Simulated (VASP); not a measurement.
Input of a VASP 6.6.1 run:

Contents of INCAR:

```
PREC = Accurate
ENCUT = 700
EDIFF = 1E-6
ISMEAR = 0
SIGMA = 0.1
LREAL = False
LASPH = True
NELM = 120
ALGO = Normal
ISIF = 2
LWAVE = False
LCHARG = False
GGA = PE
NBANDS = 25
GGA_COMPAT = False
```

The input KPOINTS:

```
regular mesh
0
Gamma
  6 6 2
```

The input POSCAR:

```
Ta2SiC
1.0
    2.7204731774      0.0000000000      0.0000000000
    0.0000000000      2.7204731774      0.0000000000
    0.0000000000      0.0000000000      9.4801768444
Ta Si C
2 1 1
Direct
    0.0000000000      0.0000000000      0.7842788566
    0.0000000000      0.0000000000      0.2157211434
    0.0000000000      0.0000000000      0.5000000000
    0.0000000000      0.0000000000      0.0000000000
```

Potentials or basis: VASP PAW PBE potentials, release 64 (Ta_sv_GW, Si, C).

Command:

```bash
$ cat potpaw_PBE.64/Ta_sv_GW/POTCAR potpaw_PBE.64/Si/POTCAR potpaw_PBE.64/C/POTCAR > POTCAR
$ mpirun -np 1 vasp_std > vasp.out
```

(1) What does it give for the pressure?

(2) What does it give for the band gap on the k mesh?

Results:

(1) -0.2 GPa.

(2) zero (bands 17 and 18 overlap by 2.00 eV).

Caveat: the k points lie up to 0.38 Å⁻¹ apart, too coarse for converged energies and pressures of a metal; spin-orbit coupling is left out, which moves the levels of the heavy elements.
